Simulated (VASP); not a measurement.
# As (R-3m) in VASP: notebook

As is run at these levels: PBEsol, HSE06; tasks: single point.

All numbers are computed with VASP 6.6.1; they aren't measurements. Logs are shortened: lines on timing, memory, paths and dates and some standing lists are left out, and cuts for length are marked.

### 1 The cell of the first run

It takes space group R-3m (No. 166, trigonal). The conventional cell has a = 3.762 Å, b = 3.762 Å, c = 10.542 Å, α = 90.00°, β = 90.00°, γ = 120.00°. Within 3.3 Å of As (site symmetry 3m) lie 6 As at 2.51 to 3.14 Å.

### 2 Single point, PBEsol, non-collinear spin, zero start, spin-orbit coupling

INCAR reads:

```
SYSTEM = As
PREC = Accurate
ENCUT = 510
EDIFF = 1E-6
ISMEAR = -1
SIGMA = 0.05
LREAL = .FALSE.
LASPH = .TRUE.
NELM = 200
ALGO = Normal
ISIF = 2
LWAVE = .FALSE.
LCHARG = .TRUE.
MAGMOM = 0 0 0 0 0 0
LORBIT = 11
LSORBIT = .TRUE.
GGA_COMPAT = .FALSE.
LORBMOM = .TRUE.
GGA = PS
LVHAR = .TRUE.
NBANDS = 42
```

KPOINTS reads:

```
Automatic mesh
0
G
  7 7 7
  0 0 0
```

POSCAR reads:

```
As
1.0
    1.8807968987      1.0858785957      3.5140619945
   -1.8807968987      1.0858785957      3.5140619945
    0.0000000000     -2.1717571915      3.5140619945
As
2
Direct
    0.2260000000      0.2260000000      0.2260000000
    0.7740000000      0.7740000000      0.7740000000
```

Potentials or basis: VASP PAW PBE potentials, release 64 (As_d).

Launch:

```sh
$ cat potpaw_PBE.64/As_d/POTCAR > POTCAR
$ mpirun -np 1 vasp_ncl > vasp.out
```

OUTCAR:

```text
SYSTEM = As
   PREC = Accurate
   ENCUT = 510
   EDIFF = 1E-6
   ISMEAR = -1
   LREAL = .FALSE.
   LASPH = .TRUE.
   NELM = 200
   ISIF = 2
   LORBIT = 11
   LSORBIT = .TRUE.
   GGA = PS

 ion  position               nearest neighbor table
   1  0.226  0.226  0.226-   2 2.51   2 2.51   2 2.51
   2  0.774  0.774  0.774-   1 2.51   1 2.51   1 2.51

  LATTYP: Found a trigonal (rhomboedric) cell.
 ALAT       =     4.1310000000
 COS(alpha) =     0.5854247172

  Lattice vectors:

 A1 = (   1.8807968987,   1.0858785957,   3.5140619945)
 A2 = (  -1.8807968987,   1.0858785957,   3.5140619945)
 A3 = (   0.0000000000,  -2.1717571915,   3.5140619945)

Analysis of symmetry for initial positions (statically):
=====================================================================
 Subroutine PRICEL returns:
 Original cell was already a primitive cell.

 Routine SETGRP: Setting up the symmetry group for a
 trigonal (rhombohedral) supercell.

 Subroutine GETGRP returns: Found 12 space group operations
 (whereof 12 operations were pure point group operations)
 out of a pool of 12 trial point group operations.

The static configuration has the point symmetry D_3d.

Analysis of symmetry for dynamics (positions and initial velocities):
=====================================================================
 Subroutine PRICEL returns:
 Original cell was already a primitive cell.

 Routine SETGRP: Setting up the symmetry group for a
 trigonal (rhombohedral) supercell.

 Subroutine GETGRP returns: Found 12 space group operations
 (whereof 12 operations were pure point group operations)
 out of a pool of 12 trial point group operations.

The dynamic configuration has the point symmetry D_3d.

Analysis of structural, dynamic, and magnetic symmetry:
=====================================================================
 Subroutine PRICEL returns:
 Original cell was already a primitive cell.

 Routine SETGRP: Setting up the symmetry group for a
 trigonal (rhombohedral) supercell.

 Subroutine GETGRP returns: Found 12 space group operations
 (whereof 12 operations were pure point group operations)
 out of a pool of 12 trial point group operations.

The overall configuration has the point symmetry D_3d.

 Subroutine INISYM returns: Found 12 space group operations
 (whereof 12 operations are pure point group operations),
 and found     1 'primitive' translations

----------------------------------------------------------------------------------------

[... 1256 lines left out ...]
 -----------------------------------------------------------------------------------
    total drift:                               -0.000000     -0.000000      0.000000

  FREE ENERGIE OF THE ION-ELECTRON SYSTEM (eV)
  ---------------------------------------------------
  free  energy   TOTEN  =       -10.2857421232 eV

  energy  without entropy=      -10.2832772371  energy(sigma->0) =      -10.28450968

 orbital moment (x)

 # of ion     p       d       tot
 ----------------------------------------
  1         0.000  -0.000  -0.000
  2         0.000  -0.000  -0.000
 ----------------------------------------
            0.000  -0.000  -0.000

 orbital moment (y)

 # of ion     p       d       tot
 ----------------------------------------
  1        -0.000   0.000  -0.000
  2        -0.000  -0.000  -0.000
 ----------------------------------------
           -0.000   0.000  -0.000

 orbital moment (z)

 # of ion     p       d       tot
 ----------------------------------------
  1         0.000   0.000   0.000
  2         0.000   0.000   0.000
 ----------------------------------------
            0.000   0.000   0.000

 Spin-Orbit-Coupling matrix elements

 Ion:    1  E_soc:     -0.0298388
 l=   1
     0.0000000    -0.0040641    -0.0038270
    -0.0040641     0.0000000    -0.0040641
    -0.0038270    -0.0040641     0.0000000
 l=   2
     0.0000000    -0.0001967     0.0000000    -0.0001967    -0.0007937
    -0.0001967     0.0000000    -0.0005941    -0.0001952    -0.0001967
     0.0000000    -0.0005941     0.0000000    -0.0005941     0.0000000
    -0.0001967    -0.0001952    -0.0005941     0.0000000    -0.0001967
    -0.0007937    -0.0001967     0.0000000    -0.0001967     0.0000000
 l=   3
     0.0000000     0.0000000     0.0000000     0.0000000     0.0000000     0.0000000     0.0000000
     0.0000000     0.0000000     0.0000000     0.0000000     0.0000000     0.0000000     0.0000000
     0.0000000     0.0000000     0.0000000     0.0000000     0.0000000     0.0000000     0.0000000
     0.0000000     0.0000000     0.0000000     0.0000000     0.0000000     0.0000000     0.0000000
     0.0000000     0.0000000     0.0000000     0.0000000     0.0000000     0.0000000     0.0000000
     0.0000000     0.0000000     0.0000000     0.0000000     0.0000000     0.0000000     0.0000000
     0.0000000     0.0000000     0.0000000     0.0000000     0.0000000     0.0000000     0.0000000

 Ion:    2  E_soc:     -0.0298388
 l=   1
     0.0000000    -0.0040641    -0.0038270
    -0.0040641     0.0000000    -0.0040641
    -0.0038270    -0.0040641     0.0000000
 l=   2
     0.0000000    -0.0001967     0.0000000    -0.0001967    -0.0007937
    -0.0001967     0.0000000    -0.0005941    -0.0001952    -0.0001967
     0.0000000    -0.0005941     0.0000000    -0.0005941     0.0000000
    -0.0001967    -0.0001952    -0.0005941     0.0000000    -0.0001967
    -0.0007937    -0.0001967     0.0000000    -0.0001967     0.0000000
 l=   3
     0.0000000     0.0000000     0.0000000     0.0000000     0.0000000     0.0000000     0.0000000
     0.0000000     0.0000000     0.0000000     0.0000000     0.0000000     0.0000000     0.0000000
     0.0000000     0.0000000     0.0000000     0.0000000     0.0000000     0.0000000     0.0000000
     0.0000000     0.0000000     0.0000000     0.0000000     0.0000000     0.0000000     0.0000000
     0.0000000     0.0000000     0.0000000     0.0000000     0.0000000     0.0000000     0.0000000
     0.0000000     0.0000000     0.0000000     0.0000000     0.0000000     0.0000000     0.0000000
     0.0000000     0.0000000     0.0000000     0.0000000     0.0000000     0.0000000     0.0000000

 total charge

# of ion       s       p       d       tot
------------------------------------------
    1        1.536   1.853  10.079  13.468
    2        1.536   1.853  10.079  13.468
--------------------------------------------------
tot          3.072   3.707  20.158  26.937

 magnetization (x)

# of ion       s       p       d       tot
------------------------------------------
    1        0.000  -0.000   0.000  -0.000
    2        0.000  -0.000   0.000  -0.000
--------------------------------------------------
tot          0.000  -0.000   0.000  -0.000

 magnetization (y)

# of ion       s       p       d       tot
------------------------------------------
    1        0.000   0.000   0.000   0.000
    2        0.000   0.000   0.000   0.000
--------------------------------------------------
tot          0.000   0.000   0.000   0.000

 magnetization (z)

# of ion       s       p       d       tot
------------------------------------------
    1        0.000   0.000   0.000   0.000
    2        0.000   0.000   0.000   0.000
--------------------------------------------------
tot          0.000   0.000   0.000   0.000
```

OSZICAR:

```text
N       E                     dE             d eps       ncg     rms          rms(c)
DAV:   1     0.269245335122E+03    0.26925E+03   -0.11708E+04  5160   0.700E+03
DAV:   2     0.395076430156E+02   -0.22974E+03   -0.21718E+03  3704   0.110E+03
DAV:   3    -0.650024172171E+01   -0.46008E+02   -0.44317E+02  3870   0.200E+02
DAV:   4    -0.102267248077E+02   -0.37265E+01   -0.36678E+01  4364   0.670E+01
DAV:   5    -0.103299696296E+02   -0.10324E+00   -0.10314E+00  4112   0.137E+01    0.402E+00
DAV:   6    -0.103007217327E+02    0.29248E-01   -0.25597E-02  4394   0.193E+00    0.232E+00
DAV:   7    -0.102854602303E+02    0.15262E-01   -0.14759E-02  4582   0.125E+00    0.239E-01
DAV:   8    -0.102856915193E+02   -0.23129E-03   -0.20884E-03  4130   0.687E-01    0.714E-02
DAV:   9    -0.102857342263E+02   -0.42707E-04   -0.54684E-05  4896   0.111E-01    0.211E-02
DAV:  10    -0.102857421263E+02   -0.78999E-05   -0.10694E-05  3998   0.326E-02    0.360E-03
DAV:  11    -0.102857421232E+02    0.30705E-08   -0.14096E-06  3624   0.207E-02
   1 F= -.10285742E+02 E0= -.10284510E+02  d E =-.246489E-02  mag=    -0.0000     0.0000    -0.0000
```

It took 86 s on 1 thread of Intel Xeon 6975P-C (Granite Rapids), shared host; peak memory 0.33 GiB.

Results:

```
Free energy                                           : -10.2857 eV
Pressure                                              : 0.4 GPa
Largest force                                         : 0.342 eV/Å
Net moment                                            : 0.00 μB per cell
Valence electrons inside the program's atomic spheres : As 13.47
```

Forces in eV/Å, atoms in the order of the input:
```
As   0.000  0.000  0.342
As   0.000  0.000 -0.342
```

Stress tensor (GPa, compression positive):
```
 0.71  0.00  0.00
 0.00  0.71  0.00
 0.00  0.00 -0.25
```

Moments on the atoms (μB; x, y, z):
```
As  0.00 0.00 0.00
As  0.00 0.00 0.00
```

Caveat: the PAW data sets were made with another functional, which shifts forces and pressure a little.

### 3 Single point, HSE06

POSCAR is that of step 2.

INCAR.step1 reads:

```
SYSTEM = As
ALGO = Normal ; EDIFF = 1E-5
ENCUT = 520 ; GGA = PE
ISIF = 2 ; ISMEAR = -1
LASPH = .TRUE. ; LCHARG = .FALSE.
LREAL = .FALSE. ; LWAVE = .TRUE.
NBANDS = 12 ; NELM = 100
PREC = Accurate ; SIGMA = 0.05
```

INCAR.step2 reads:

```
SYSTEM = As
ALGO = Normal ; EDIFF = 1E-6
ENCUT = 520 ; GGA = PE
HFSCREEN = 0.2079 ; ISIF = 2
ISMEAR = -1 ; ISTART = 1
LASPH = .TRUE. ; LCHARG = .FALSE.
LHFCALC = .TRUE. ; LREAL = .FALSE.
LWAVE = .FALSE. ; NBANDS = 12
NELM = 100 ; PREC = Accurate
PRECFOCK = Normal ; SIGMA = 0.05
```

KPOINTS reads:

```
k-points
0
G
  5 5 5
  0 0 0
```

Potentials or basis: VASP PAW PBE potentials, release 64 (As).

Launch:

```sh
$ cat potpaw_PBE.64/As/POTCAR > POTCAR
$ cp INCAR.step1 INCAR
$ mpirun -np 1 vasp_std > vasp.out
$ cp INCAR.step2 INCAR
$ mpirun -np 1 vasp_std > vasp.out
```

Wall time 11 min (1 thread of AMD EPYC 7R13 (Zen 3), shared host); peak memory 0.25 GiB.

It converged, with:

- Free energy: -11.2273 eV
- Pressure: 0.3 GPa
- Largest force: 0.024 eV/Å

Forces on the atoms (eV/Å):
```
As   0.000  0.000 -0.024
As   0.000  0.000  0.024
```

Stress tensor (GPa, compression positive):
```
 0.61  0.00  0.00
 0.00  0.61  0.00
 0.00  0.00 -0.28
```

Levels at points of the mesh, in eV from the Fermi level:
```csv
k point,band 3,band 4,band 5,band 6,band 7,band 8
"(0.00, 0.00, 0.00)",-3.16,-2.67,-2.67,1.70,3.14,3.14
```

Caveat: the PAW data sets were made with another functional, which shifts forces and pressure a little.
